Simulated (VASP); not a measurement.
Input of a VASP 6.6.1 run:

The input POSCAR:

```
BaTiO3
1.0
    3.8373337438      0.0000000000      0.0000000000
    0.0000000000      2.9460111853      3.0164321852
    0.0000000000     -2.9460111853      3.0164321852
Ba Ti O
1 1 3
Direct
    0.0000000000      0.0239437718      0.0239437718
    0.5000000000      0.5425128692      0.5425128692
    0.0000000000      0.4737599542      0.4737599542
    0.5000000000      0.4894605678      0.9665428371
    0.5000000000      0.9665428371      0.4894605678
```

File INCAR.step1:

```
PREC = Accurate
ENCUT = 1480
ISMEAR = 0
SIGMA = 0.02
LREAL = False
LASPH = True
NELM = 120
NBANDS = 28
GGA = PE
ALGO = Normal
EDIFF = 1E-5
LWAVE = True
LCHARG = False
GGA_COMPAT = False
```

File INCAR.step2:

```
PREC = Accurate
ENCUT = 1480
EDIFF = 1E-6
ISMEAR = 0
SIGMA = 0.02
LREAL = False
LASPH = True
NELM = 120
ALGO = Normal
ISIF = 2
LWAVE = False
LCHARG = True
METAGGA = R2SCAN
LMIXTAU = True
LELF = True
LVHAR = True
NBANDS = 28
ISTART = 1
GGA_COMPAT = False
```

The input KPOINTS:

```
Automatic mesh
0
Gamma
  2 2 2
```

Potentials or basis: VASP PAW PBE potentials, release 64 (Ba_sv, Ti_sv, O_h).

Run with:

```console
$ cat potpaw_PBE.64/Ba_sv/POTCAR potpaw_PBE.64/Ti_sv/POTCAR potpaw_PBE.64/O_h/POTCAR > POTCAR
$ cp INCAR.step1 INCAR
$ mpirun -np 1 vasp_std > vasp.out
$ cp INCAR.step2 INCAR
$ mpirun -np 1 vasp_std > vasp.out
```

(1) Estimate the largest force.

(2) Predict the pressure.

Answers

(1) 0.145 eV/Å.

(2) 1.6 GPa.

Caveat: the k points lie up to 0.82 Å⁻¹ apart; the PAW data sets were made with another functional, which shifts forces and pressure a little.
